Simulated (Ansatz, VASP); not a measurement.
# CaO in VASP and in Ansatz

POSCAR

```
CaO
1.0
   -0.1018737229      2.5846240100      2.5846240100
    2.5846240100     -0.1018737229      2.5846240100
    2.5846240100      2.5846240100     -0.1018737229
Ca O
1 1
Direct
   -0.0034862753     -0.0034862753     -0.0034862753
    0.2534862753      0.2534862753      0.2534862753
```

Contents of INCAR.step1:

```
PREC = Accurate
ENCUT = 520
ISMEAR = 0
SIGMA = 0.01
LREAL = False
LASPH = True
NELM = 60
NBANDS = 15
GGA = PE
ALGO = Normal
EDIFF = 1E-4
LWAVE = True
LCHARG = False
```

File INCAR.step2:

```
PREC = Accurate
ENCUT = 520
EDIFF = 1E-6
ISMEAR = 0
SIGMA = 0.01
LREAL = False
LASPH = True
NELM = 60
ALGO = Normal
ISIF = 2
LWAVE = False
LCHARG = False
METAGGA = R2SCAN
LMIXTAU = True
NBANDS = 15
ISTART = 1
```

File KPOINTS:

```
Automatic mesh
0
Gamma
  8 8 8
```

Input for Ansatz:

```yaml
crystal:
  lattice:
    - [-0.1018737229, 2.58462401, 2.58462401]
    - [2.58462401, -0.1018737229, 2.58462401]
    - [2.58462401, 2.58462401, -0.1018737229]
  atoms:
    - { symbol: Ca, position: [-0.0034862753, -0.0034862753, -0.0034862753] }
    - { symbol: O, position: [0.2534862753, 0.2534862753, 0.2534862753] }
kpoints:
  mp_grid: { grid: [8, 8, 8] }
  band_path:
    path:
      - [0.0, 0.0, 0.0]
      - [-0.5, -0.5, 0.0]
      - [-0.375, -0.375, 0.25]
      - [-0.375, 0.0, 0.375]
      - [0.0, 0.0, 0.5]
      - [-0.5, -0.25, 0.25]
    npoints: 1
hamiltonian:
  xc: r2scan
scf:
  occupations: { method: fixed }
  n_extra_bands: 4
output:
  forces: true
  stress: true
  eigenvalues: true
```

Change from the starting cell: epitaxial_111 strain +3.1%.

Alike in both runs: task single point; functional r2SCAN; k mesh 8 × 8 × 8; no spin polarisation.

|  | VASP | Ansatz |
| --- | --- | --- |
| version | VASP 6.6.1 | Ansatz 0.2.0 |
| potentials or method | VASP PAW PBE potentials, release 64 (Ca_sv, O) | plane waves, PAW |
| plane-wave cutoff (eV) | 520 | 500 |
| occupations | gaussian, width 0.01 eV | fixed |
| valence electrons in the cell | 16 | 16 |

|  | VASP | Ansatz | Ansatz less VASP |
| --- | --- | --- | --- |
| gap on the k mesh at the Fermi level (eV) | 3.58 | 3.61 | +0.024 |
| pressure (GPa) | -1.8 | -2.7 | -0.82 |
| traceless stress, the component that is largest in VASP (GPa) | 1.37 | 1.35 | -0.015 |
| rms of the force components (eV/Å) | 0.011 | 0.000 | -0.0111 |

VASP's potentials were made for PBE, not for r2SCAN. Atom by atom the forces differ by 0.011 eV/Å (rms over components).
